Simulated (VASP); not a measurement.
Input of a VASP 6.6.1 run:

Contents of INCAR:

```
SYSTEM = SnSe2
  PREC = Accurate
  ENCUT = 520
  EDIFF = 1E-6
  ISMEAR = 0
  SIGMA = 0.05
  LREAL = .FALSE.
  LASPH = .TRUE.
  NELM = 80
  ALGO = Normal
  ISIF = 2
  LWAVE = .FALSE.
  LCHARG = .FALSE.
  GGA = PE
  NBANDS = 20
```

The input KPOINTS:

```
regular mesh
0
G
  12 12 6
  0 0 0
```

Contents of POSCAR:

```
SnSe2
1.0
    3.8109987816      0.0000000000      0.0000000000
   -1.9054993908      3.3004217586      0.0000000000
    0.0000000000      0.0000000000      6.1370000000
Sn Se
1 2
Direct
    0.0000000000      0.0000000000      0.0000000000
    0.2455331159      0.6023924466      0.2500000000
    0.6666666667      0.3333333333      0.7500000000
```

Potentials or basis: VASP PAW PBE potentials, release 64 (Sn_d, Se).

Launch:

```sh
$ cat potpaw_PBE.64/Sn_d/POTCAR potpaw_PBE.64/Se/POTCAR > POTCAR
$ mpirun -np 1 vasp_std > vasp.out
```

(1) What does it give for the pressure?

(2) What does it give for the largest force?

(3) Estimate the band gap on the k mesh.

Answers

(1) 6.4 GPa.

(2) 1.585 eV/Å.

(3) 0.33 eV (least direct gap 0.94 eV).

Caveat: the cell differs from its parent crystal (atom 2 (Se) moved by (-0.300, +0.000) A along [1 1 0] and z); the cell stands under pressure; spin-orbit coupling is left out, which moves the levels of the heavy elements; forces of over 1 eV/Å act on the atoms, so gaps and moduli don't describe the material at rest.
